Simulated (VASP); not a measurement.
# CdTe in VASP: notebook

CdTe is run at these levels: PBEsol; tasks: single point, relaxation of the atoms.

Program: VASP 6.6.1. These are calculated values, not measurements. Logs are shortened: lines on timing, memory, paths and dates and some standing lists are left out, and cuts for length are marked.

### Step 1. The cell of the first run

The cell holds a slab with vacuum, 6 atoms: a = 4.589 Å, b = 4.589 Å, c = 23.430 Å, α = 90.00°, β = 90.00°, γ = 120.00°.

### Step 2. Single point, PBEsol

Input file INCAR:

```
PREC = Accurate ; ENCUT = 520
EDIFF = 1E-6 ; ISMEAR = -1
SIGMA = 0.3 ; LREAL = F
LASPH = T ; NELM = 80
ALGO = Normal ; ISIF = 2
LWAVE = F ; LCHARG = T
LDIPOL = T ; IDIPOL = 3
DIPOL = 0.5 0.5 0.500 ; GGA = PS
LELF = T ; LVHAR = T
LVACPOTAV = T ; NBANDS = 36
```

Input file KPOINTS:

```
Automatic mesh
0
Gamma
  6 6 1
```

Input file POSCAR:

```
CdTe
1.0
    4.5886584790      0.0000000000      0.0000000000
   -2.2943292395      3.9738948121      0.0000000000
    0.0000000000      0.0000000000     23.4299039080
Te Cd
3 3
Direct
    0.0000000000      0.0000000000      0.3201037456
    0.3333333333      0.6666666667      0.4800115273
    0.6666666667      0.3333333333      0.6399193090
    0.3333333333      0.6666666667      0.3600806910
    0.6666666667      0.3333333333      0.5199884727
    0.0000000000      0.0000000000      0.6798962544
```

Potentials or basis: VASP PAW PBE potentials, release 64 (Te, Cd).

Run with:

```sh
$ cat potpaw_PBE.64/Te/POTCAR potpaw_PBE.64/Cd/POTCAR > POTCAR
$ mpirun -np 1 vasp_std > vasp.out
```

OUTCAR:

```text
PREC = Accurate
   ENCUT = 520
   EDIFF = 1E-6
   ISMEAR = -1
   LREAL = F
   LASPH = T
   NELM = 80
   ISIF = 2
   GGA = PS

 ion  position               nearest neighbor table
   1  0.000  0.000  0.320-   4 2.81   4 2.81   4 2.81
   2  0.333  0.667  0.480-   5 2.81   5 2.81   5 2.81   4 2.81
   3  0.667  0.333  0.640-   6 2.81   6 2.81   6 2.81   5 2.81
   4  0.333  0.667  0.360-   1 2.81   1 2.81   1 2.81   2 2.81
   5  0.667  0.333  0.520-   2 2.81   2 2.81   2 2.81   3 2.81
   6  0.000  0.000  0.680-   3 2.81   3 2.81   3 2.81

  LATTYP: Found a hexagonal cell.
 ALAT       =     4.5886584790
 C/A-ratio  =     5.1060465744

  Lattice vectors:

 A1 = (   4.5886584790,   0.0000000000,   0.0000000000)
 A2 = (  -2.2943292395,   3.9738948121,   0.0000000000)
 A3 = (   0.0000000000,   0.0000000000,  23.4299039080)

Analysis of symmetry for initial positions (statically):
=====================================================================
 Subroutine PRICEL returns:
 Original cell was already a primitive cell.

 Routine SETGRP: Setting up the symmetry group for a
 hexagonal supercell.

 Subroutine GETGRP returns: Found  6 space group operations
 (whereof  6 operations were pure point group operations)
 out of a pool of 24 trial point group operations.

The static configuration has the point symmetry C_3v.

Analysis of symmetry for dynamics (positions and initial velocities):
=====================================================================
 Subroutine PRICEL returns:
 Original cell was already a primitive cell.

 Routine SETGRP: Setting up the symmetry group for a
 hexagonal supercell.

 Subroutine GETGRP returns: Found  6 space group operations
 (whereof  6 operations were pure point group operations)
 out of a pool of 24 trial point group operations.

The dynamic configuration has the point symmetry C_3v.

 Subroutine INISYM returns: Found  6 space group operations
 (whereof  6 operations are pure point group operations),
 and found     1 'primitive' translations

----------------------------------------------------------------------------------------

                                     Primitive cell

  volume of cell :     427.2407

  direct lattice vectors                    reciprocal lattice vectors
     4.588658479  0.000000000  0.000000000     0.217928618  0.125821146  0.000000000
    -2.294329240  3.973894812  0.000000000     0.000000000  0.251642292  0.000000000
     0.000000000  0.000000000 23.429903908     0.000000000  0.000000000  0.042680499

  length of vectors
     4.588658479  4.588658479 23.429903908     0.251642292  0.251642292  0.042680499

  position of ions in fractional coordinates (direct lattice)
     0.000000000  0.000000000  0.320103746
     0.333333333  0.666666667  0.480011527
     0.666666667  0.333333333  0.639919309
     0.333333333  0.666666667  0.360080691
     0.666666667  0.333333333  0.519988473
     0.000000000  0.000000000  0.679896254

  ion indices of the primitive-cell ions
   primitive index   ion index
                 1           1
                 2           2
                 3           3
                 4           4
                 5           5
                 6           6

----------------------------------------------------------------------------------------

 KPOINTS: Automatic mesh

Automatic generation of k-mesh.
 Grid dimensions read from file:
 generate k-points for:    6    6    1

 Generating k-lattice:

  Cartesian coordinates                     Fractional coordinates (reciprocal lattice)
     0.036321436  0.020970191  0.000000000     0.166666667  0.000000000  0.000000000
     0.000000000  0.041940382  0.000000000     0.000000000  0.166666667  0.000000000
     0.000000000  0.000000000  0.042680499     0.000000000  0.000000000  1.000000000

  Length of vectors
     0.041940382  0.041940382  0.042680499

  Shift w.r.t. Gamma in fractional coordinates (k-lattice)
     0.000000000  0.000000000  0.000000000

 Subroutine IBZKPT returns following result:
 ===========================================

 Found      7 irreducible k-points:

 Following reciprocal coordinates:
            Coordinates               Weight
  0.000000  0.000000  0.000000      1.000000
  0.166667  0.000000  0.000000      6.000000
  0.333333  0.000000  0.000000      6.000000
  0.500000  0.000000  0.000000      3.000000
  0.166667  0.166667  0.000000      6.000000
  0.333333  0.166667  0.000000     12.000000
  0.333333  0.333333  0.000000      2.000000
   k-points           NKPTS =      7   k-points in BZ     NKDIM =      7   number of bands    NBANDS=     36
   number of dos      NEDOS =    301   number of ions     NIONS =      6
   total plane-waves  NPLWV = 233280
   dimension x,y,z NGX =    36 NGY =   36 NGZ =  180
   dimension x,y,z NGXF=    72 NGYF=   72 NGZF=  360
   ions per type =               3   3
   NGX,Y,Z   is equivalent  to a cutoff of  13.04, 13.04, 12.77 a.u.
   NGXF,Y,Z  is equivalent  to a cutoff of  26.09, 26.09, 25.54 a.u.
 SYSTEM =  unknown system
   PREC   = accura    normal or accurate (medium, high low for compatibility)
   ISTART =      0    job   : 0-new  1-cont  2-samecut
   ICHARG =      2    charge: 1-file 2-atom 10-const
   ISPIN  =      1    spin polarized calculation?
   LNONCOLLINEAR =      F non collinear calculations
   LSORBIT =      F    spin-orbit coupling
   LASPH  =      T    aspherical Exc in radial PAW
   ENCUT  =  520.0 eV  38.22 Ry    6.18 a.u.   8.53  8.53 43.56*2*pi/ulx,y,z
   NELM   =     80;   NELMIN=  2; NELMDL= -5     # of ELM steps
   EDIFF  = 0.1E-05   stopping-criterion for ELM
   LREAL  =      F    real-space projection
   EDIFFG = 0.1E-04   stopping-criterion for IOM
   NSW    =      0    number of steps for IOM
   IBRION =     -1    ionic relax: 0-MD 1-quasi-New 2-CG
   NFREE  =      0    steps in history (QN), initial steepest desc. (CG)
   ISIF   =      2    stress and relaxation
   ISYM   =      2    0-nonsym 1-usesym 2-fastsym
   POTIM  = 0.5000    time-step for ionic-motion
   TEBEG  =    0.0;   TEEND  =   0.0 temperature during run
   PSTRESS=    0.0 pullay stress
   NELECT =      54.0000    total number of electrons
   NUPDOWN=      -1.0000    fix difference up-down
   EMIN   =  10.00;   EMAX   =-10.00  energy-range for DOS
   EFERMI =   0.00;   METHOD = LEGACY
   ISMEAR =    -1;   SIGMA  =   0.30  broadening in eV -4-tet -1-fermi 0-gaus
   EFERMI_NEDOS =   21; number of points for ismear=-14 and -15
   IALGO  =     38    algorithm
   IMIX   =      4    mixing-type and parameters
     AMIX     =   0.40;   BMIX     =  1.00
     AMIX_MAG =   1.60;   BMIX_MAG =  1.00
  volume/ion in A,a.u.               =      71.21       480.53
  Fermi-wavevector in a.u.,A,eV,Ry     =   0.821578  1.552556  9.183791  0.674990
  Thomas-Fermi vector in A             =   1.932761
   LORBIT       =      0    0 simple, 1 ext, 2 COOP (PROOUT), +10 PAW based schemes
   GGA     = PS    functional components
   LHFCALC =     F    Hartree Fock is set to
   AEXX    =    0.0000 exact exchange contribution
   IVDW    =     0    specifies the selected vdW correction
   LEPSILON=     F    determine dielectric tensor
   LRPA    =     F    only Hartree local field effects (RPA)
 non-spin polarized calculation
  energy-cutoff  :      520.00
  volume of cell :      427.24
 maximum number of plane-waves:     11589
 NGX is ok and might be reduce to    36
   NGX = 17   NGY = 17   NGZ = 87

 dipolmoment           0.000000      0.000000      0.000003 electrons x Angstroem

 number of electron      54.0000010 magnetization

 dipolmoment           0.000000      0.000000     -0.218200 electrons x Angstroem

 Free energy of the ion-electron system (eV)
  ---------------------------------------------------
  ext. energy  EPLUGINS =         0.00000000
  ---------------------------------------------------
  free energy    TOTEN  =       -15.29391539 eV

  energy without entropy =      -14.70735686  energy(sigma->0) =      -15.00063612

 E-fermi :  -0.9924     XC(G=0):  -4.7269

 val. band max:       -1.1301320908   @ k =   0.0000   0.0000   0.0000
 cond. band min:      -0.9111584924   @ k =   0.0000   0.0000   0.0000
 fundamental gap:      0.2189735984
 Fermi energy:        -0.9923503475

 k-point     1 :       0.0000    0.0000    0.0000
  band No.  band energies     occupation
      1     -13.1807      2.00000
      2     -12.5686      2.00000
      3     -11.6054      2.00000
      4     -10.3357      2.00000
      5     -10.3357      2.00000
      6     -10.1711      2.00000
[... 28 lines left out ...]
     35       3.3296      0.00000
     36       3.3296      0.00000

 k-point     2 :       0.1667    0.0000    0.0000
  band No.  band energies     occupation
      1     -13.1109      2.00000
      2     -12.5047      2.00000
      3     -11.5416      2.00000
      4     -10.3145      2.00000
      5     -10.2934      2.00000
      6     -10.1610      2.00000
[... 28 lines left out ...]
     35       3.2708      0.00000
     36       3.4793      0.00000

 k-point     3 :       0.3333    0.0000    0.0000
  band No.  band energies     occupation
      1     -12.9716      2.00000
      2     -12.3781      2.00000
      3     -11.4173      2.00000
      4     -10.2768      2.00000
      5     -10.2202      2.00000
      6     -10.1437      2.00000
[... 28 lines left out ...]
     35       3.7517      0.00000
     36       4.0304      0.00000

 k-point     4 :       0.5000    0.0000    0.0000
  band No.  band energies     occupation
      1     -12.9028      2.00000
      2     -12.3160      2.00000
      3     -11.3578      2.00000
      4     -10.2614      2.00000
      5     -10.2082      2.00000
      6     -10.1261      2.00000
[... 28 lines left out ...]
     35       3.7919      0.00000
     36       4.3137      0.00000

 k-point     5 :       0.1667    0.1667    0.0000
  band No.  band energies     occupation
      1     -13.0065      2.00000
      2     -12.4097      2.00000
      3     -11.4480      2.00000
      4     -10.2892      2.00000
      5     -10.2251      2.00000
      6     -10.1568      2.00000
[... 28 lines left out ...]
     35       3.4161      0.00000
     36       3.8492      0.00000

 k-point     6 :       0.3333    0.1667    0.0000
  band No.  band energies     occupation
      1     -12.9037      2.00000
      2     -12.3168      2.00000
      3     -11.3584      2.00000
      4     -10.2666      2.00000
      5     -10.1886      2.00000
      6     -10.1391      2.00000
[... 28 lines left out ...]
     35       3.7999      0.00000
     36       4.1083      0.00000

 k-point     7 :       0.3333    0.3333    0.0000
  band No.  band energies     occupation
      1     -12.8709      2.00000
      2     -12.2872      2.00000
      3     -11.3304      2.00000
      4     -10.2639      2.00000
      5     -10.1560      2.00000
      6     -10.1421      2.00000
[... 28 lines left out ...]
     35       3.9126      0.00000
     36       4.6707      0.00000

------------------------ aborting loop because EDIFF is reached ----------------------------------------

  FORCE on cell =-STRESS in cart. coord.  units (eV):
  Direction    XX          YY          ZZ          XY          YZ          ZX
  --------------------------------------------------------------------------------------
  -------------------------------------------------------------------------------------
  Total       -0.4568036     -0.4568036      1.1866336     -0.0000000      0.0000000     -0.0000000
  in kB       -1.7130399     -1.7130399      4.4499446     -0.0000000      0.0000000     -0.0000000
  external PRESSURE =       0.3412883 kB  Pullay stress =       0.0000000 kB

 VOLUME and BASIS-vectors are now :
 -----------------------------------------------------------------------------
  energy-cutoff  :      520.00
  volume of cell :      427.24
      direct lattice vectors                 reciprocal lattice vectors
     4.588658479  0.000000000  0.000000000     0.217928618  0.125821146  0.000000000
    -2.294329240  3.973894812  0.000000000     0.000000000  0.251642292  0.000000000
     0.000000000  0.000000000 23.429903908     0.000000000  0.000000000  0.042680499

 POSITION                                       TOTAL-FORCE (eV/Angst)
 -----------------------------------------------------------------------------------
      0.00000      0.00000      7.50000        -0.000000      0.000000      0.041548
     -0.00000      2.64926     11.24662         0.000000     -0.000000      0.396481
      2.29433      1.32463     14.99325        -0.000000      0.000000      0.585857
     -0.00000      2.64926      8.43666        -0.000000     -0.000000     -0.333984
      2.29433      1.32463     12.18328         0.000000     -0.000000     -0.383357
      0.00000      0.00000     15.92990         0.000000     -0.000000     -0.306545
 -----------------------------------------------------------------------------------
    total drift:                                0.000000     -0.000000      0.000504

  FREE ENERGIE OF THE ION-ELECTRON SYSTEM (eV)
  ---------------------------------------------------
  free  energy   TOTEN  =       -15.2939153872 eV

  energy  without entropy=      -14.7073568627  energy(sigma->0) =      -15.00063612

 vacuum level on the upper side and lower side of the slab         2.400         4.566
```

Run time: 6.2 min. Hardware: 1 thread of Intel Xeon 8259CL, shared host; peak memory 0.56 GiB.

What came out:

| Property | Result |
| --- | --- |
| Free energy | -15.2939 eV |
| Largest force | 0.586 eV/Å |
| Band gap on the k mesh | 0.22 eV |

Forces on the atoms (eV/Å):
```
Te   0.000  0.000  0.042
Te   0.000  0.000  0.396
Te   0.000  0.000  0.586
Cd   0.000  0.000 -0.334
Cd   0.000  0.000 -0.383
Cd   0.000  0.000 -0.307
```

Levels at points of the mesh, in eV from the valence-band top:
| k point | band 25 | band 26 | band 27 | band 28 | band 29 | band 30 |
| --- | --- | --- | --- | --- | --- | --- |
| (0.00, 0.00, 0.00) | -0.86 | 0.00 | 0.00 | 0.22 | 1.15 | 1.87 |
| (0.50, 0.00, 0.00) | -1.80 | -0.94 | -0.68 | 0.51 | 1.92 | 2.15 |

Caveat: so wide a smearing shifts energies and pressures; semilocal functionals underestimate gaps, and a narrow one can read as zero; the PAW data sets were made with another functional, which shifts forces and pressure a little; spin-orbit coupling is left out, which moves the levels of the heavy elements.

### Step 3. Relaxation of the atoms, PBEsol

Input file INCAR:

```
SYSTEM = CdTe
ALGO = Normal
DIPOL = 0.5 0.5 0.500
EDIFF = 1E-7
EDIFFG = -0.02
ENCUT = 520
GGA = PS
IBRION = 2
IDIPOL = 3
ISIF = 2
ISMEAR = 0
LASPH = .TRUE.
LCHARG = .FALSE.
LDIPOL = .TRUE.
LREAL = .FALSE.
LWAVE = .FALSE.
NELM = 60
NSW = 80
PREC = Accurate
SIGMA = 0.05
```

Input file KPOINTS:

```
k-points
0
G
  6 6 1
  0 0 0
```

POSCAR is that of step 2.

Potentials or basis: VASP PAW PBE potentials, release 64 (Te, Cd).

Run with:

```sh
$ cat potpaw_PBE.64/Te/POTCAR potpaw_PBE.64/Cd/POTCAR > POTCAR
$ mpirun -np 1 vasp_std > vasp.out
```

It took 44 min on 1 thread of Oxide Virtual Turin-like, shared host; peak memory 0.59 GiB.

It converged, with:

```yaml
Free_energy: -15.1417 eV
Energy_gained_by_relaxing: 30.1 meV/atom
Ionic_steps: 12
Largest_force_after_relaxing: 0.017 eV/Å
Band_gap_on_the_k_mesh: zero (filled and empty bands touch)
```

Forces on the atoms (eV/Å):
```
Te   0.000  0.000  0.016
Te   0.000  0.000 -0.006
Te   0.000  0.000 -0.006
Cd   0.000  0.000  0.017
Cd   0.000  0.000 -0.011
Cd   0.000  0.000 -0.010
```

Step by step:
| step | energy change (eV) | largest force (eV/Å) | pressure (GPa) |
| --- | --- | --- | --- |
| 1 | 0.0000 | 0.8412 | -0.09 |
| 2 | -0.0777 | 0.5931 | -0.04 |
| 3 | -0.1660 | 0.1799 | 0.25 |
| 4 | -0.1668 | 0.1605 | 0.27 |
| 5 | -0.1669 | 0.1572 | 0.29 |
| 6 | -0.1717 | 0.1260 | 0.31 |
| 7 | -0.1777 | 0.0579 | 0.36 |
| 8 | -0.1777 | 0.0624 | 0.36 |
| 9 | -0.1787 | 0.0468 | 0.36 |
| 10 | -0.1803 | 0.0287 | 0.39 |
| 11 | -0.1804 | 0.0333 | 0.39 |
| 12 | -0.1807 | 0.0172 | 0.40 |

Final structure:
```cif
data_structure
_symmetry_space_group_name_H-M 'P 1'
_symmetry_Int_Tables_number 1
_cell_length_a 4.5887
_cell_length_b 4.5887
_cell_length_c 23.4299
_cell_angle_alpha 90.000
_cell_angle_beta 90.000
_cell_angle_gamma 120.000
_cell_volume 427.24
loop_
_atom_site_label
_atom_site_type_symbol
_atom_site_fract_x
_atom_site_fract_y
_atom_site_fract_z
_atom_site_occupancy
Te1 Te 0.00000 0.00000 0.32226 1
Te2 Te 0.33333 0.66667 0.48502 1
Te3 Te 0.66667 0.33333 0.64809 1
Cd1 Cd 0.33333 0.66667 0.35551 1
Cd2 Cd 0.66667 0.33333 0.51773 1
Cd3 Cd 0.00000 0.00000 0.67139 1
```

Levels at points of the mesh, in eV from the Fermi level:
```
           k point  band 23  band 24  band 25  band 26  band 27  band 28  band 29  band 30  band 31  band 32
(0.00, 0.00, 0.00)    -1.44    -1.28    -1.28    -0.63     0.01     0.01     0.48     1.53     1.69     2.88
(0.50, 0.00, 0.00)    -3.26    -2.35    -2.17    -1.06    -0.64     0.10     0.82     1.66     2.46     2.79
```

Caveat: the PAW data sets were made with another functional, which shifts forces and pressure a little; spin-orbit coupling is left out, which moves the levels of the heavy elements.

The gap in the log of VASP goes by the Fermi energy; the results here count the filled bands.